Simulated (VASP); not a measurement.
# CoH3 in VASP: a series of runs

Runs on CoH3. Level: PBE. Tasks: single point.

Program: VASP 6.6.1. These are calculated values, not measurements. Logs are shortened: lines on timing, memory, paths and dates and some standing lists are left out, and cuts for length are marked.

### Step 1. The cell of the first run

Symmetry: Pm-3m, No. 221, cubic system. Conventional cell: a = 2.620 Å, b = 2.620 Å, c = 2.620 Å, α = 90.00°, β = 90.00°, γ = 90.00°. Within 2.5 Å of Co (site symmetry m-3m) lie 12 H at 1.85 Å. Within 2.5 Å of H (site symmetry 4/mmm) lie 4 Co at 1.85 Å and 8 H at 1.85 Å.

### Step 2. Single point, PBE, collinear spin, ferromagnetic start

Contents of INCAR:

```
SYSTEM = CoH3
  PREC = Accurate
  ENCUT = 520
  EDIFF = 1E-6
  ISMEAR = 0
  SIGMA = 0.15
  LREAL = .FALSE.
  LASPH = .TRUE.
  NELM = 150
  ALGO = Normal
  ISIF = 2
  LWAVE = .FALSE.
  LCHARG = .FALSE.
  ISPIN = 2
  MAGMOM = 3 0 0 0
  LORBIT = 11
  LMAXMIX = 4
  GGA = PE
  NBANDS = 18
```

Contents of KPOINTS:

```
regular mesh
0
G
  4 4 4
  0 0 0
```

Contents of POSCAR:

```
CoH3
1.0
    2.6202874294      0.0000000000      0.0000000000
    0.0000000000      2.6202874294      0.0000000000
    0.0000000000      0.0000000000      2.6202874294
Co H
1 3
Direct
    0.5000000000      0.5000000000      0.5000000000
    0.5000000000      0.0000000000      0.0000000000
    0.0000000000      0.5000000000      0.0000000000
    0.0000000000      0.0000000000      0.5000000000
```

Potentials or basis: VASP PAW PBE potentials, release 64 (Co, H).

The run is started by

```sh
> cat potpaw_PBE.64/Co/POTCAR potpaw_PBE.64/H/POTCAR > POTCAR
> mpirun -np 1 vasp_std > vasp.out
```

OUTCAR:

```text
SYSTEM = CoH3
   PREC = Accurate
   ENCUT = 520
   EDIFF = 1E-6
   ISMEAR = 0
   LREAL = .FALSE.
   LASPH = .TRUE.
   NELM = 150
   ISIF = 2
   ISPIN = 2
   LORBIT = 11
   GGA = PE

 ion  position               nearest neighbor table
   1  0.500  0.500  0.500-   2 1.85   3 1.85   4 1.85   2 1.85   3 1.85   2 1.85   4 1.85   2 1.85
                             3 1.85   4 1.85   3 1.85   4 1.85
   2  0.500  0.000  0.000-   1 1.85   1 1.85   1 1.85   1 1.85
   3  0.000  0.500  0.000-   1 1.85   1 1.85   1 1.85   1 1.85
   4  0.000  0.000  0.500-   1 1.85   1 1.85   1 1.85   1 1.85

  LATTYP: Found a simple cubic cell.
 ALAT       =     2.6202874294

  Lattice vectors:

 A1 = (   2.6202874294,   0.0000000000,   0.0000000000)
 A2 = (   0.0000000000,   2.6202874294,   0.0000000000)
 A3 = (   0.0000000000,   0.0000000000,   2.6202874294)

Analysis of symmetry for initial positions (statically):
=====================================================================
 Subroutine PRICEL returns:
 Original cell was already a primitive cell.

 Routine SETGRP: Setting up the symmetry group for a
 simple cubic supercell.

 Subroutine GETGRP returns: Found 48 space group operations
 (whereof 48 operations were pure point group operations)
 out of a pool of 48 trial point group operations.

The static configuration has the point symmetry O_h .

Analysis of symmetry for dynamics (positions and initial velocities):
=====================================================================
 Subroutine PRICEL returns:
 Original cell was already a primitive cell.

 Routine SETGRP: Setting up the symmetry group for a
 simple cubic supercell.

 Subroutine GETGRP returns: Found 48 space group operations
 (whereof 48 operations were pure point group operations)
 out of a pool of 48 trial point group operations.

The dynamic configuration has the point symmetry O_h .

Analysis of structural, dynamic, and magnetic symmetry:
=====================================================================
 Subroutine PRICEL returns:
 Original cell was already a primitive cell.

 Routine SETGRP: Setting up the symmetry group for a
 simple cubic supercell.

 Subroutine GETGRP returns: Found 48 space group operations
 (whereof 48 operations were pure point group operations)
 out of a pool of 48 trial point group operations.

The overall configuration has the point symmetry O_h .

 Subroutine INISYM returns: Found 48 space group operations
 (whereof 48 operations are pure point group operations),
 and found     1 'primitive' translations

----------------------------------------------------------------------------------------

                                     Primitive cell

[... 116 lines left out ...]
   NGX =  9   NGY =  9   NGZ =  9

 number of electron      11.9999993 magnetization       0.0957788

 Free energy of the ion-electron system (eV)
  ---------------------------------------------------
  ext. energy  EPLUGINS =         0.00000000
  ---------------------------------------------------
  free energy    TOTEN  =       -16.09849086 eV

  energy without entropy =      -16.08474705  energy(sigma->0) =      -16.09161896

 E-fermi :   8.3160     XC(G=0): -12.7142

 val. band max:        8.3043010046   @ k =   0.5000   0.2500   0.0000
 cond. band min:       8.4729897635   @ k =   0.5000   0.2500   0.0000
 fundamental gap:      0.1686887589
 Fermi energy:         8.3160286198

 spin component 1

 k-point     1 :       0.0000    0.0000    0.0000
  band No.  band energies     occupation
      1      -5.9515      1.00000
      2       3.5370      1.00000
      3       3.5370      1.00000
      4       7.3150      1.00000
      5       7.3150      1.00000
      6       7.3150      1.00000
[... 186 lines left out ...]
      4       7.9018      0.99995
      5       7.9018      0.99995
      6      12.3241      0.00000
[... 10 lines left out ...]
     17      47.5390      0.00000
     18      50.2451      0.00000
 Fermi energy:         8.3160286198

 spin component 2

 k-point     1 :       0.0000    0.0000    0.0000
  band No.  band energies     occupation
      1      -5.9525      1.00000
      2       3.6418      1.00000
      3       3.6418      1.00000
      4       7.3764      1.00000
      5       7.3764      1.00000
      6       7.3764      1.00000
[... 187 lines left out ...]
      5       8.0871      0.98455
      6      12.3625      0.00000
[... 10 lines left out ...]
     17      47.5393      0.00000
     18      50.2450      0.00000

------------------------ aborting loop because EDIFF is reached ----------------------------------------

  FORCE on cell =-STRESS in cart. coord.  units (eV):
  Direction    XX          YY          ZZ          XY          YZ          ZX
  --------------------------------------------------------------------------------------
  -------------------------------------------------------------------------------------
  Total       -0.0666331     -0.0666331     -0.0666331      0.0000000      0.0000000     -0.0000000
  in kB       -5.9340896     -5.9340896     -5.9340896      0.0000000      0.0000000     -0.0000000
  external PRESSURE =      -5.9340896 kB  Pullay stress =       0.0000000 kB

 VOLUME and BASIS-vectors are now :
 -----------------------------------------------------------------------------
  energy-cutoff  :      520.00
  volume of cell :       17.99
      direct lattice vectors                 reciprocal lattice vectors
     2.620287429  0.000000000  0.000000000     0.381637521  0.000000000  0.000000000
     0.000000000  2.620287429  0.000000000     0.000000000  0.381637521  0.000000000
     0.000000000  0.000000000  2.620287429     0.000000000  0.000000000  0.381637521

 POSITION                                       TOTAL-FORCE (eV/Angst)
 -----------------------------------------------------------------------------------
      1.31014      1.31014      1.31014         0.000000      0.000000      0.000000
      1.31014      0.00000      0.00000         0.000000      0.000000      0.000000
      0.00000      1.31014      0.00000         0.000000      0.000000      0.000000
      0.00000      0.00000      1.31014         0.000000      0.000000      0.000000
 -----------------------------------------------------------------------------------
    total drift:                               -0.000000      0.000000      0.000000

  FREE ENERGIE OF THE ION-ELECTRON SYSTEM (eV)
  ---------------------------------------------------
  free  energy   TOTEN  =       -16.0984908620 eV

  energy  without entropy=      -16.0847470496  energy(sigma->0) =      -16.09161896

 total charge

# of ion       s       p       d       tot
------------------------------------------
    1        0.400   0.571   7.530   8.501
    2        0.475   0.029   0.000   0.504
    3        0.475   0.029   0.000   0.504
    4        0.475   0.029   0.000   0.504
--------------------------------------------------
tot          1.826   0.658   7.530  10.014

 magnetization (x)

# of ion       s       p       d       tot
------------------------------------------
    1        0.001  -0.000   0.099   0.099
    2       -0.001  -0.000   0.000  -0.001
    3       -0.001  -0.000   0.000  -0.001
    4       -0.001  -0.000   0.000  -0.001
--------------------------------------------------
tot         -0.001  -0.001   0.099   0.097
```

OSZICAR:

```text
N       E                     dE             d eps       ncg     rms          rms(c)
DAV:   1     0.353366208795E+02    0.35337E+02   -0.53942E+03   768   0.785E+02
DAV:   2    -0.151646576455E+02   -0.50501E+02   -0.44793E+02   748   0.158E+02
DAV:   3    -0.172840584061E+02   -0.21194E+01   -0.20941E+01   836   0.331E+01
DAV:   4    -0.173005778757E+02   -0.16519E-01   -0.16510E-01   858   0.264E+00
DAV:   5    -0.173009403605E+02   -0.36248E-03   -0.36247E-03   872   0.396E-01    0.167E+01
DAV:   6    -0.177561243807E+02   -0.45518E+00   -0.28243E+01   894   0.561E+01    0.110E+01
DAV:   7    -0.160955089758E+02    0.16606E+01   -0.12787E+01   890   0.335E+01    0.403E+00
DAV:   8    -0.160936941594E+02    0.18148E-02   -0.19776E-01   878   0.289E+00    0.182E+00
DAV:   9    -0.160941352687E+02   -0.44111E-03   -0.89598E-03   906   0.556E-01    0.547E-01
DAV:  10    -0.160945694569E+02   -0.43419E-03   -0.35396E-03   930   0.426E-01    0.259E-01
DAV:  11    -0.160953300281E+02   -0.76057E-03   -0.41150E-04   982   0.187E-01    0.233E-01
DAV:  12    -0.160962207554E+02   -0.89073E-03   -0.14209E-03   896   0.255E-01    0.252E-01
DAV:  13    -0.160982205757E+02   -0.19998E-02   -0.15596E-02   838   0.937E-01    0.722E-02
DAV:  14    -0.160984739780E+02   -0.25340E-03   -0.67335E-04   910   0.212E-01    0.350E-02
DAV:  15    -0.160984825130E+02   -0.85349E-05   -0.21143E-05  1008   0.327E-02    0.281E-02
DAV:  16    -0.160984889239E+02   -0.64109E-05   -0.88886E-05   850   0.712E-02    0.540E-03
DAV:  17    -0.160984908887E+02   -0.19648E-05   -0.10887E-05   772   0.247E-02    0.244E-03
DAV:  18    -0.160984908620E+02    0.26692E-07   -0.11232E-06   408   0.820E-03
   1 F= -.16098491E+02 E0= -.16091619E+02  d E =-.137438E-01  mag=     0.0962
```

stdout:

```text
POSCAR found type information on POSCAR CoH
 POSCAR found :  2 types and       4 ions
 scaLAPACK will be used
 LDA part: xc-table for (Slater+PW92), standard interpolation
 POSCAR, INCAR and KPOINTS ok, starting setup
 FFT: planning ... GRIDC
 FFT: planning ... GRID_SOFT
 FFT: planning ... GRID
 WAVECAR not read
 entering main loop
```

It took 7.6 s on 1 thread of Intel Xeon 6975P-C (Granite Rapids), shared host; peak memory 0.13 GiB.

Results:

* Free energy: -16.0985 eV
* Pressure: -0.6 GPa
* Net moment: 0.10 μB per cell
* Site moments: Co +0.10; H -0.00 μB
* Valence electrons inside the program's atomic spheres: Co 8.50; H 0.50

Caveat: the k points lie up to 0.60 Å⁻¹ apart.

### Step 3. Single point, PBE, collinear spin, ferromagnetic start

Contents of INCAR:

```
  ALGO = Normal
  EDIFF = 1E-7
  ENCUT = 520
  GGA = PE
  ISIF = 2
  ISMEAR = 0
  ISPIN = 2
  LASPH = T
  LCHARG = T
  LELF = T
  LMAXMIX = 4
  LORBIT = 11
  LREAL = F
  LVHAR = T
  LWAVE = F
  MAGMOM = 3 0 0 0
  NBANDS = 18
  NELM = 150
  PREC = Accurate
  SIGMA = 0.15
```

Contents of KPOINTS:

```
k-points
0
Gamma
  4 4 4
```

Contents of POSCAR:

```
CoH3
1.0
    2.6215828297      0.0000000000      0.0000000000
    0.0000000000      2.6215828297      0.0000000000
    0.0000000000      0.0000000000      2.6215828297
Co H
1 3
Direct
    0.0000000000      0.0000000000      0.0000000000
    0.0000000000      0.5000000000      0.5000000000
    0.5000000000      0.0000000000      0.5000000000
    0.5000000000      0.5000000000      0.0000000000
```

Potentials or basis: VASP PAW PBE potentials, release 64 (Co, H).

The run is started by

```sh
> cat potpaw_PBE.64/Co/POTCAR potpaw_PBE.64/H/POTCAR > POTCAR
> mpirun -np 1 vasp_std > vasp.out
```

Wall time 8.6 s (1 thread of Intel Xeon 6975P-C (Granite Rapids), shared host); peak memory 0.13 GiB.

The run converged. Its results:

| Quantity | Value |
| --- | --- |
| Free energy | -16.0984 eV |
| Pressure | -0.9 GPa |
| Net moment | 0.10 μB per cell |
| Site moments | Co +0.10; H -0.00 μB |
| Valence electrons inside the program's atomic spheres | Co 8.50; H 0.50 |

Levels at points of the mesh, in eV from the Fermi level:
Spin up:
```csv
k point,band 2,band 3,band 4,band 5,band 6,band 7,band 8,band 9,band 10,band 11
"(0.00, 0.00, 0.00)",-4.77,-4.77,-1.00,-1.00,-1.00,5.64,5.64,10.19,10.19,10.19
"(0.50, 0.00, 0.00)",-8.75,-3.34,-2.01,-2.01,-0.92,0.21,3.40,14.38,16.27,16.27
"(0.50, 0.50, 0.00)",-5.02,-5.02,-3.53,-1.78,-1.78,-0.47,2.97,4.91,15.57,15.57
"(0.50, 0.50, 0.50)",-6.40,-6.40,-0.41,-0.41,4.00,4.00,4.00,4.87,4.87,4.87
```
Spin down:
| k point | band 2 | band 3 | band 4 | band 5 | band 6 | band 7 | band 8 | band 9 | band 10 | band 11 |
| --- | --- | --- | --- | --- | --- | --- | --- | --- | --- | --- |
| (0.00, 0.00, 0.00) | -4.66 | -4.66 | -0.94 | -0.94 | -0.94 | 5.70 | 5.70 | 10.19 | 10.19 | 10.19 |
| (0.50, 0.00, 0.00) | -8.73 | -3.19 | -1.95 | -1.95 | -0.86 | 0.38 | 3.39 | 14.39 | 16.27 | 16.27 |
| (0.50, 0.50, 0.00) | -5.03 | -5.03 | -3.41 | -1.72 | -1.72 | -0.28 | 3.01 | 4.98 | 15.57 | 15.57 |
| (0.50, 0.50, 0.50) | -6.38 | -6.38 | -0.23 | -0.23 | 4.04 | 4.04 | 4.04 | 4.88 | 4.88 | 4.88 |

Caveat: the k points lie up to 0.60 Å⁻¹ apart.

### Step 4. Single point, PBE, collinear spin, ferromagnetic start

Contents of INCAR:

```
ALGO = Normal
EDIFF = 1E-6
ENCUT = 520
GGA = PE
ISIF = 2
ISMEAR = 0
ISPIN = 2
LASPH = True
LCHARG = False
LMAXMIX = 4
LORBIT = 11
LREAL = False
LWAVE = False
MAGMOM = 3 0 0 0
NBANDS = 18
NELM = 150
PREC = Accurate
SIGMA = 0.15
```

KPOINTS is that of step 3.

Contents of POSCAR:

```
CoH3
1.0
    2.6195603784      0.0000000000      0.0000000000
    0.0000000000      2.6195603784      0.0000000000
    0.0000000000      0.0000000000      2.6194485424
Co H
1 3
Direct
    0.0000000000      0.0000000000      0.0000000000
    0.0000000000      0.5000000000      0.5000000000
    0.5000000000      0.0000000000      0.5000000000
    0.5000000000      0.5000000000      0.0000000000
```

The run is started by

```sh
> cat potpaw_PBE.64/Co/POTCAR potpaw_PBE.64/H/POTCAR > POTCAR
> mpirun -np 1 vasp_std > vasp.out
```

It took 10 s on 1 thread of Intel Xeon 6975P-C (Granite Rapids), shared host; peak memory 0.13 GiB.

Results (log left out):

| Item | Value |
| --- | --- |
| Free energy | -16.0985 eV |
| Pressure | -0.4 GPa |
| Net moment | 0.10 μB per cell |
| Site moments | Co +0.10; H -0.00 μB |
| Valence electrons inside the program's atomic spheres | Co 8.50; H 0.50 |

Levels at points of the mesh, in eV from the Fermi level:
Spin up:
```tsv
k point	band 3	band 4	band 5	band 6	band 7	band 8	band 9	band 10
(0.00, 0.00, 0.00)	-4.78	-1.00	-1.00	-1.00	5.65	5.65	10.20	10.20
(0.50, 0.00, 0.00)	-3.35	-2.02	-2.02	-0.92	0.22	3.40	14.41	16.29
(0.50, 0.50, 0.00)	-5.03	-3.54	-1.78	-1.78	-0.47	2.97	4.92	15.59
(0.00, 0.00, 0.50)	-3.35	-2.02	-2.02	-0.92	0.22	3.40	14.41	16.29
(0.50, 0.00, 0.50)	-5.03	-3.54	-1.78	-1.78	-0.47	2.98	4.92	15.59
(0.50, 0.50, 0.50)	-6.42	-0.41	-0.41	4.01	4.01	4.01	4.88	4.88
```
Spin down:
```csv
k point,band 4,band 5,band 6,band 7,band 8,band 9
"(0.00, 0.00, 0.00)",-0.94,-0.94,-0.94,5.71,5.71,10.20
"(0.50, 0.00, 0.00)",-1.96,-1.96,-0.86,0.38,3.39,14.42
"(0.50, 0.50, 0.00)",-3.42,-1.73,-1.73,-0.29,3.02,4.99
"(0.00, 0.00, 0.50)",-1.96,-1.96,-0.86,0.38,3.39,14.42
"(0.50, 0.00, 0.50)",-3.42,-1.73,-1.73,-0.29,3.02,4.99
"(0.50, 0.50, 0.50)",-0.23,-0.23,4.05,4.05,4.05,4.89
```

Caveat: the k points lie up to 0.60 Å⁻¹ apart.

### Step 5. Single point, PBE, collinear spin, ferromagnetic start

This run uses another cell than the first one, of 7.81 Å³/atom, 1.737 times its volume.

Contents of INCAR:

```
  PREC = Accurate
  ENCUT = 520
  EDIFF = 1E-7
  ISMEAR = 0
  SIGMA = 0.15
  LREAL = F
  LASPH = T
  NELM = 150
  ALGO = Normal
  ISIF = 2
  LWAVE = F
  LCHARG = F
  ISPIN = 2
  MAGMOM = 3 0 0 0
  LORBIT = 11
  LMAXMIX = 4
  GGA = PE
  NBANDS = 18
```

Contents of KPOINTS:

```
Automatic mesh
0
Gamma
  4 4 4
```

Contents of POSCAR:

```
CoH3
1.0
    3.1496398544      0.0000000000      0.0000000000
    0.0000000000      3.1496398544      0.0000000000
    0.0000000000      0.0000000000      3.1492840101
Co H
1 3
Direct
    0.0000000000      0.0000000000      0.0000000000
    0.0000000000      0.0000000000      0.5000000000
    0.5000000000      0.0000000000      0.0000000000
    0.0000000000      0.5000000000      0.0000000000
```

The run is started by

```sh
> cat potpaw_PBE.64/Co/POTCAR potpaw_PBE.64/H/POTCAR > POTCAR
> mpirun -np 1 vasp_std > vasp.out
```

It took 15 s on 1 thread of Intel Xeon Platinum 8488C (Sapphire Rapids), shared host; peak memory 0.15 GiB.

Results (log left out):

```
Free energy                                           : -15.5575 eV
Pressure                                              : -0.2 GPa
Net moment                                            : 1.19 μB per cell
Site moments                                          : Co +1.28; H -0.02 μB
Valence electrons inside the program's atomic spheres : Co 8.34; H 0.58
```

Levels at points of the mesh, in eV from the Fermi level:
Spin up:
```csv
k point,band 5,band 6,band 7,band 8,band 9,band 10
"(0.00, 0.00, 0.00)",-0.98,-0.98,7.06,7.06,9.85,9.85
"(0.50, 0.00, 0.00)",-1.29,-0.96,-0.68,7.53,10.60,12.48
"(0.50, 0.50, 0.00)",-1.37,-1.24,-1.24,1.05,7.58,14.15
"(0.00, 0.00, 0.50)",-1.29,-0.96,-0.68,7.53,10.60,12.48
"(0.50, 0.00, 0.50)",-1.37,-1.24,-1.24,1.05,7.59,14.15
"(0.50, 0.50, 0.50)",-1.36,-1.24,-1.24,-1.24,6.58,10.03
```
Spin down:
```tsv
k point	band 3	band 4	band 5	band 6	band 7	band 8
(0.00, 0.00, 0.00)	-3.96	0.17	0.17	0.17	7.76	7.76
(0.50, 0.00, 0.00)	-3.34	-0.19	-0.19	0.20	0.67	8.20
(0.50, 0.50, 0.00)	-2.23	-1.04	-0.13	-0.13	0.14	2.06
(0.00, 0.00, 0.50)	-3.34	-0.19	-0.19	0.20	0.68	8.20
(0.50, 0.00, 0.50)	-2.23	-1.04	-0.13	-0.13	0.14	2.06
(0.50, 0.50, 0.50)	-1.31	-0.82	-0.82	-0.82	0.16	0.16
```

Caveat: the k points lie up to 0.50 Å⁻¹ apart.

### Step 6. Summary

| cell | gap on the mesh (eV) | pressure (GPa) | moment (μB) |
| --- | --- | --- | --- |
| a = 2.620 Å, 4 atoms | none | -0.4 | 0.10 |
| a = 2.622 Å, 4 atoms | none | -0.9 | 0.10 |
| a = 3.150 Å, 4 atoms | none | -0.2 | 1.19 |

Alike in all rows: task single point; level PBE; potentials or basis VASP PAW PBE potentials, release 64 (Co, H); spin collinear, ferromagnetic start; k mesh 4 × 4 × 4; cutoff (eV) 520; smearing gaussian 0.15 eV.

Caveats: all runs use coarse meshes.

Total energies depend on the potentials used, so only differences within one code and one set of settings carry meaning.
